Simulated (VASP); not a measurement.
Set up this calculation in VASP 6.6.1, as the native input.

```yaml
Task: single point
Functional: LDA
Potentials_or_basis: VASP PAW LDA potentials, release 64 (Zn)
Cutoff: 520 eV
k_mesh: 20 × 20 × 20
Occupations: gaussian, width 0.15 eV
Spin: no spin polarisation
Dipole_correction: no
Further_INCAR_settings: ALGO = Fast; EDIFF = 1e-06; NBANDS = 12
```

The structure of Zn lies in POSCAR:

```
Zn
1.0
   -1.4454131396      1.5056386871      1.4654381342
    1.4454131396     -1.5056386871      1.4654381342
    1.4454131396      1.5056386871     -1.4654381342
Zn
1
Direct
    0.0000000000      0.0000000000      0.0000000000
```

This cell differs from its parent crystal: normal strain along x -0.0400, normal strain along z -0.0267.

The input as run:

INCAR

```
ALGO     = Fast           # electronic algorithm
EDIFF    = 1E-6           # SCF threshold, eV
ENCUT    = 520            # plane-wave cutoff, eV
GGA      = CA             # functional
ISIF     = 2              # what is computed and relaxed
ISMEAR   = 0              # smearing method
LASPH    = True           # aspherical terms in the spheres
LCHARG   = False          # write CHGCAR
LREAL    = False          # projectors in reciprocal space
LWAVE    = False          # write WAVECAR
NBANDS   = 12             # bands
NELM     = 60             # most SCF steps
PREC     = Accurate       # precision mode
SIGMA    = 0.15           # smearing width, eV
```

KPOINTS

```
k-points
0
Gamma
  20 20 20
```

Potentials or basis: VASP PAW LDA potentials, release 64 (Zn).

Launch:

```bash
$ cat potpaw_LDA.64/Zn/POTCAR > POTCAR
$ mpirun -np 1 vasp_std > vasp.out
```

Results of the run:

| Quantity | Value |
| --- | --- |
| Pressure | 8.7 GPa |
| Band gap on the k mesh | zero (bands 6 and 7 overlap by 4.69 eV) |

Caveat: the cell differs from its parent crystal (normal strain along x -0.0400, normal strain along z -0.0267); the cell stands under pressure.

Wall time 57 s on 1 thread of Intel(R) Xeon(R) 6975P-C (Granite Rapids), with other jobs on the host, peak memory 0.27 GiB.
